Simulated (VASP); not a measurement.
# Si in VASP: notebook

The runs below take Si through single point, with PBE.

Everything below comes from runs of VASP 6.6.1. Logs are shortened: lines on timing, memory, paths and dates and some standing lists are left out, and cuts for length are marked.

## (1) The cell of the first run

Symmetry: Fd-3m, No. 227, cubic system. The conventional cell has a = 5.444 Å, b = 5.444 Å, c = 5.444 Å, α = 90.00°, β = 90.00°, γ = 90.00°. Si (site symmetry -43m) has 4 Si at 2.36 Å within 3.1 Å.

## (2) Single point, PBE

Contents of INCAR:

```
ALGO = Normal
EDIFF = 1E-7
ENCUT = 520
GGA = PE
ISIF = 2
ISMEAR = 0
LASPH = True
LCHARG = False
LREAL = False
LWAVE = False
NBANDS = 11
NELM = 60
PREC = Accurate
SIGMA = 0.01
```

Contents of KPOINTS:

```
k-points
0
Gamma
  4 4 4
```

Contents of POSCAR:

```
Si
1.0
    0.0000000000      2.7221197381      2.7221197381
    2.7221197381      0.0000000000      2.7221197381
    2.7221197381      2.7221197381      0.0000000000
Si
2
Direct
    0.2500000000      0.2500000000      0.2500000000
    0.0000000000      0.0000000000      0.0000000000
```

Potentials or basis: VASP PAW PBE potentials, release 64 (Si).

Command:

```bash
cat potpaw_PBE.64/Si/POTCAR > POTCAR
mpirun -np 1 vasp_std > vasp.out
```

OUTCAR:

```text
EDIFF = 1E-7
   ENCUT = 520
   GGA = PE
   ISIF = 2
   ISMEAR = 0
   LASPH = True
   LREAL = False
   NELM = 60
   PREC = Accurate

 ion  position               nearest neighbor table
   1  0.250  0.250  0.250-   2 2.36   2 2.36   2 2.36   2 2.36
   2  0.000  0.000  0.000-   1 2.36   1 2.36   1 2.36   1 2.36

  LATTYP: Found a face centered cubic cell.
 ALAT       =     5.4442394762

  Lattice vectors:

 A1 = (   0.0000000000,   2.7221197381,   2.7221197381)
 A2 = (   2.7221197381,   0.0000000000,   2.7221197381)
 A3 = (   2.7221197381,   2.7221197381,   0.0000000000)

Analysis of symmetry for initial positions (statically):
=====================================================================
 Subroutine PRICEL returns:
 Original cell was already a primitive cell.

 Routine SETGRP: Setting up the symmetry group for a
 face centered cubic supercell.

 Subroutine GETGRP returns: Found 48 space group operations
 (whereof 24 operations were pure point group operations)
 out of a pool of 48 trial point group operations.

The static configuration has the point symmetry T_d .
 The point group associated with its full space group is O_h .

Analysis of symmetry for dynamics (positions and initial velocities):
=====================================================================
 Subroutine PRICEL returns:
 Original cell was already a primitive cell.

 Routine SETGRP: Setting up the symmetry group for a
 face centered cubic supercell.

 Subroutine GETGRP returns: Found 48 space group operations
 (whereof 24 operations were pure point group operations)
 out of a pool of 48 trial point group operations.

The dynamic configuration has the point symmetry T_d .
 The point group associated with its full space group is O_h .

 Subroutine INISYM returns: Found 48 space group operations
 (whereof 24 operations are pure point group operations),
 and found     1 'primitive' translations

----------------------------------------------------------------------------------------

                                     Primitive cell

  volume of cell :      40.3415

  direct lattice vectors                    reciprocal lattice vectors
     0.000000000  2.722119738  2.722119738    -0.183680384  0.183680384  0.183680384
     2.722119738  0.000000000  2.722119738     0.183680384 -0.183680384  0.183680384
     2.722119738  2.722119738  0.000000000     0.183680384  0.183680384 -0.183680384

  length of vectors
     3.849658652  3.849658652  3.849658652     0.318143758  0.318143758  0.318143758
[... 72 lines left out ...]
   POTIM  = 0.5000    time-step for ionic-motion
   TEBEG  =    0.0;   TEEND  =   0.0 temperature during run
   PSTRESS=    0.0 pullay stress
   NELECT =       8.0000    total number of electrons
   NUPDOWN=      -1.0000    fix difference up-down
   EMIN   =  10.00;   EMAX   =-10.00  energy-range for DOS
   EFERMI =   0.00;   METHOD = LEGACY
   ISMEAR =     0;   SIGMA  =   0.01  broadening in eV -4-tet -1-fermi 0-gaus
   EFERMI_NEDOS =   21; number of points for ismear=-14 and -15
   IALGO  =     38    algorithm
   IMIX   =      4    mixing-type and parameters
     AMIX     =   0.40;   BMIX     =  1.00
     AMIX_MAG =   1.60;   BMIX_MAG =  1.00
  volume/ion in A,a.u.               =      20.17       136.12
  Fermi-wavevector in a.u.,A,eV,Ry     =   0.954672  1.804069 12.400336  0.911399
  Thomas-Fermi vector in A             =   2.083440
   LORBIT       =      0    0 simple, 1 ext, 2 COOP (PROOUT), +10 PAW based schemes
   GGA     = PE    functional components
   LHFCALC =     F    Hartree Fock is set to
   AEXX    =    0.0000 exact exchange contribution
   IVDW    =     0    specifies the selected vdW correction
   LEPSILON=     F    determine dielectric tensor
   LRPA    =     F    only Hartree local field effects (RPA)
 non-spin polarized calculation
 Gauss-broadening in eV      SIGMA  =   0.01
  energy-cutoff  :      520.00
  volume of cell :       40.34
 maximum number of plane-waves:      1106
 NGX is ok and might be reduce to    30
   NGX = 15   NGY = 15   NGZ = 15

 number of electron       8.0000001 magnetization

 Free energy of the ion-electron system (eV)
  ---------------------------------------------------
  ext. energy  EPLUGINS =         0.00000000
  ---------------------------------------------------
  free energy    TOTEN  =       -10.66104783 eV

  energy without entropy =      -10.66104783  energy(sigma->0) =      -10.66104783

 E-fermi :   5.8888     XC(G=0):  -9.3530

 val. band max:        5.7944979015   @ k =   0.0000   0.0000   0.0000
 cond. band min:       6.5027896627   @ k =   0.5000   0.5000   0.0000
 fundamental gap:      0.7082917612
 Fermi energy:         5.8888175323

 k-point     1 :       0.0000    0.0000    0.0000
  band No.  band energies     occupation
      1      -6.1201      2.00000
      2       5.7945      2.00000
      3       5.7945      2.00000
      4       5.7945      2.00000
      5       8.3388      0.00000
      6       8.3388      0.00000
      7       8.3388      0.00000
      8       9.0857      0.00000
      9      13.4884      0.00000
     10      13.4884      0.00000
     11      13.7244      0.00000
[... 85 lines left out ...]
 k-point     8 :      -0.2500    0.5000    0.2500
  band No.  band energies     occupation
      1      -1.8381      2.00000
      2      -1.8381      2.00000
      3       1.9636      2.00000
      4       1.9636      2.00000
      5      10.0527      0.00000
      6      10.0527      0.00000
      7      10.7595      0.00000
      8      10.7595      0.00000
      9      16.3232      0.00000
     10      16.3232      0.00000
     11      18.7646      0.00000

------------------------ aborting loop because EDIFF is reached ----------------------------------------

  FORCE on cell =-STRESS in cart. coord.  units (eV):
  Direction    XX          YY          ZZ          XY          YZ          ZX
  --------------------------------------------------------------------------------------
  -------------------------------------------------------------------------------------
  Total        0.4640396      0.4640396      0.4640396     -0.0000000      0.0000000      0.0000000
  in kB       18.4295166     18.4295166     18.4295166     -0.0000000      0.0000000      0.0000000
  external PRESSURE =      18.4295166 kB  Pullay stress =       0.0000000 kB

 VOLUME and BASIS-vectors are now :
 -----------------------------------------------------------------------------
  energy-cutoff  :      520.00
  volume of cell :       40.34
      direct lattice vectors                 reciprocal lattice vectors
     0.000000000  2.722119738  2.722119738    -0.183680384  0.183680384  0.183680384
     2.722119738  0.000000000  2.722119738     0.183680384 -0.183680384  0.183680384
     2.722119738  2.722119738  0.000000000     0.183680384  0.183680384 -0.183680384

 POSITION                                       TOTAL-FORCE (eV/Angst)
 -----------------------------------------------------------------------------------
      1.36106      1.36106      1.36106        -0.000000      0.000000      0.000000
      0.00000      0.00000      0.00000         0.000000     -0.000000     -0.000000
 -----------------------------------------------------------------------------------
    total drift:                               -0.000000     -0.000000     -0.000000

  FREE ENERGIE OF THE ION-ELECTRON SYSTEM (eV)
  ---------------------------------------------------
  free  energy   TOTEN  =       -10.6610478256 eV

  energy  without entropy=      -10.6610478256  energy(sigma->0) =      -10.66104783
```

It took 3.4 s on 1 thread of Intel Xeon 6975P-C (Granite Rapids), shared host; peak memory 0.15 GiB.

Results:

```
Free energy            : -10.6610 eV
Pressure               : 1.8 GPa
Band gap on the k mesh : 0.71 eV, indirect (least direct gap 2.54 eV)
```

Caveat: the k points lie up to 0.50 Å⁻¹ apart.

## (3) Single point, PBE (strain +4.4%)

Contents of INCAR:

```
  PREC = Accurate
  ENCUT = 520
  EDIFF = 1E-6
  ISMEAR = 0
  SIGMA = 0.01
  LREAL = False
  LASPH = True
  NELM = 80
  ALGO = Normal
  ISIF = 2
  LWAVE = False
  LCHARG = True
  GGA = PE
  LELF = True
  LVHAR = True
  NBANDS = 11
```

Contents of KPOINTS:

```
regular mesh
0
Gamma
  4 4 4
```

Contents of POSCAR:

```
Si
1.0
    0.0000000000      2.8421652185      2.8421652185
    2.8421652185      0.0000000000      2.8421652185
    2.8421652185      2.8421652185      0.0000000000
Si
2
Direct
    0.2500000000      0.2500000000      0.2500000000
    0.0000000000      0.0000000000      0.0000000000
```

Potentials or basis: VASP PAW PBE potentials, release 64 (Si).

Command:

```bash
cat potpaw_PBE.64/Si/POTCAR > POTCAR
mpirun -np 1 vasp_std > vasp.out
```

Run time: 3.6 s. Hardware: 1 thread of Intel Xeon 6975P-C (Granite Rapids), shared host; peak memory 0.15 GiB.

The run converged. Its results:

```yaml
Free_energy: -10.5390 eV
Pressure: -7.7 GPa
Band_gap_on_the_k_mesh: 0.93 eV, indirect (least direct gap 1.87 eV)
```

Levels at points of the mesh, in eV from the valence-band top:
```csv
k point,band 1,band 2,band 3,band 4,band 5,band 6,band 7,band 8,band 9
"(0.00, 0.00, 0.00)",-11.08,0.00,0.00,0.00,1.87,2.48,2.48,2.48,7.45
"(0.50, 0.00, 0.00)",-9.07,-6.39,-1.08,-1.08,1.06,3.35,3.35,7.52,10.18
"(0.50, 0.50, 0.00)",-7.41,-7.41,-2.51,-2.51,0.93,0.93,8.97,8.97,10.54
```

Caveat: the k points lie up to 0.48 Å⁻¹ apart; the cell differs from its parent crystal (strain +4.4%).

## (4) Single point, PBE (biaxial xy strain -0.4%)

Contents of INCAR:

```
PREC = Accurate ; ENCUT = 520
EDIFF = 1E-7 ; ISMEAR = 0
SIGMA = 0.01 ; LREAL = F
LASPH = T ; NELM = 60
ALGO = Normal ; ISIF = 2
LWAVE = F ; LCHARG = F
GGA = PE ; NBANDS = 11
```

Contents of KPOINTS:

```
Automatic mesh
0
Gamma
  4 4 4
```

Contents of POSCAR:

```
Si
1.0
    0.0000000000      2.7104146232      2.7221197381
    2.7104146232      0.0000000000      2.7221197381
    2.7104146232      2.7104146232      0.0000000000
Si
2
Direct
    0.2500000000      0.2500000000      0.2500000000
    0.0000000000      0.0000000000      0.0000000000
```

Command:

```bash
cat potpaw_PBE.64/Si/POTCAR > POTCAR
mpirun -np 1 vasp_std > vasp.out
```

Wall time 4.5 s (1 thread of Intel Xeon 6975P-C (Granite Rapids), shared host); peak memory 0.15 GiB.

The run converged. Its results:

```
Free energy            : -10.6560 eV
Pressure               : 2.7 GPa
Band gap on the k mesh : 0.67 eV, indirect (least direct gap 2.53 eV)
```

Stress tensor (GPa, compression positive):
```
2.84 0.00 0.00
0.00 2.84 0.00
0.00 0.00 2.42
```

Levels at points of the mesh, in eV from the valence-band top:
```tsv
k point	band 1	band 2	band 3	band 4	band 5	band 6	band 7	band 8	band 9
(0.00, 0.00, 0.00)	-11.98	-0.03	0.00	0.00	2.53	2.53	2.55	3.38	7.65
(0.50, 0.00, 0.00)	-9.65	-6.99	-1.23	-1.19	1.53	3.29	3.33	7.71	10.50
(0.50, 0.50, 0.00)	-7.85	-7.85	-2.85	-2.85	0.70	0.70	10.11	10.11	10.95
(0.50, 0.00, 0.50)	-7.82	-7.82	-2.88	-2.88	0.67	0.67	10.10	10.10	10.97
```

Caveat: the k points lie up to 0.50 Å⁻¹ apart; the cell differs from its parent crystal (biaxial xy strain -0.4%).

## (5) Single point, PBE

Contents of INCAR:

```
PREC = Accurate ; ENCUT = 520
EDIFF = 1E-6 ; ISMEAR = -1
SIGMA = 0.02 ; LREAL = F
LASPH = T ; NELM = 80
ALGO = Normal ; ISIF = 2
LWAVE = F ; LCHARG = T
GGA = PE ; LELF = T
LVHAR = T ; NBANDS = 11
```

Contents of KPOINTS:

```
regular mesh
0
Gamma
  8 8 8
```

Contents of POSCAR:

```
Si
1.0
    0.0000000000      2.7221197381      2.7221197381
    2.7221197381      0.0000000000      2.7221197381
    2.7221197381      2.7221197381      0.0000000000
Si
2
Direct
    0.2500000000      0.2500000000      0.2500000000
    0.0000000000      0.0000000000      0.0000000000
```

Command:

```bash
cat potpaw_PBE.64/Si/POTCAR > POTCAR
mpirun -np 1 vasp_std > vasp.out
```

Run time: 7.3 s. Hardware: 1 thread of Intel Xeon 6975P-C (Granite Rapids), shared host; peak memory 0.15 GiB.

It converged, with:

- Free energy: -10.8440 eV
- Pressure: 1.2 GPa
- Band gap on the k mesh: 0.63 eV, indirect (least direct gap 2.56 eV)

Levels at points of the mesh, in eV from the valence-band top:
```csv
k point,band 1,band 2,band 3,band 4,band 5,band 6,band 7,band 8
"(0.00, 0.00, 0.00)",-11.91,0.00,0.00,0.00,2.56,2.56,2.56,3.29
"(0.50, 0.00, 0.00)",-9.59,-6.93,-1.19,-1.19,1.51,3.34,3.34,7.72
"(0.50, 0.50, 0.00)",-7.79,-7.79,-2.83,-2.83,0.72,0.72,10.05,10.05
```

A k mesh can miss the band edges.

## (6) Single point, PBE (strain +4.4%)

Contents of INCAR:

```
  PREC = Accurate
  ENCUT = 520
  EDIFF = 1E-7
  ISMEAR = -1
  SIGMA = 0.02
  LREAL = False
  LASPH = True
  NELM = 80
  ALGO = Normal
  ISIF = 2
  LWAVE = False
  LCHARG = True
  GGA = PE
  LELF = True
  LVHAR = True
  NBANDS = 11
```

Contents of KPOINTS:

```
Automatic mesh
0
Gamma
  8 8 8
```

Contents of POSCAR:

```
Si
1.0
    0.0000000000      2.8421652185      2.8421652185
    2.8421652185      0.0000000000      2.8421652185
    2.8421652185      2.8421652185      0.0000000000
Si
2
Direct
    0.2500000000      0.2500000000      0.2500000000
    0.0000000000      0.0000000000      0.0000000000
```

Potentials or basis: VASP PAW PBE potentials, release 64 (Si).

Command:

```bash
cat potpaw_PBE.64/Si/POTCAR > POTCAR
mpirun -np 1 vasp_std > vasp.out
```

Wall time 8.6 s (1 thread of Intel Xeon 6975P-C (Granite Rapids), shared host); peak memory 0.16 GiB.

It converged, with:

```
Free energy            : -10.7068 eV
Pressure               : -8.0 GPa
Band gap on the k mesh : 0.82 eV, indirect (least direct gap 1.87 eV)
```

Levels at points of the mesh, in eV from the valence-band top:
```csv
k point,band 1,band 2,band 3,band 4,band 5,band 6,band 7,band 8,band 9
"(0.00, 0.00, 0.00)",-11.07,0.00,0.00,0.00,1.87,2.50,2.50,2.50,7.44
"(0.50, 0.00, 0.00)",-9.07,-6.38,-1.08,-1.08,1.07,3.37,3.37,7.52,10.20
"(0.50, 0.50, 0.00)",-7.41,-7.41,-2.50,-2.50,0.94,0.94,8.98,8.98,10.55
```

Caveat: the cell differs from its parent crystal (strain +4.4%). A k mesh can miss the band edges.

## (7) Summary

| cell | k mesh | smearing | gap on the mesh (eV) | pressure (GPa) |
| --- | --- | --- | --- | --- |
| a = 3.850 Å, angles 60.0°, 2 atoms | 4 × 4 × 4 | gaussian 0.01 eV | 0.71 | 1.8 |
| a = 4.019 Å, angles 60.0°, 2 atoms | 4 × 4 × 4 | gaussian 0.01 eV | 0.93 | -7.7 |
| a = 3.841, b = 3.841, c = 3.833 Å, angles 60.1, 60.1, 59.9°, 2 atoms | 4 × 4 × 4 | gaussian 0.01 eV | 0.67 | 2.7 |
| a = 3.850 Å, angles 60.0°, 2 atoms | 8 × 8 × 8 | fermi-dirac 0.02 eV | 0.63 | 1.2 |
| a = 4.019 Å, angles 60.0°, 2 atoms | 8 × 8 × 8 | fermi-dirac 0.02 eV | 0.82 | -8.0 |

Alike in all rows: task single point; level PBE; potentials or basis VASP PAW PBE potentials, release 64 (Si); no spin polarisation; cutoff (eV) 520.

Caveats: some runs use coarse meshes.

Total energies depend on the potentials used, so only differences within one code and one set of settings carry meaning.
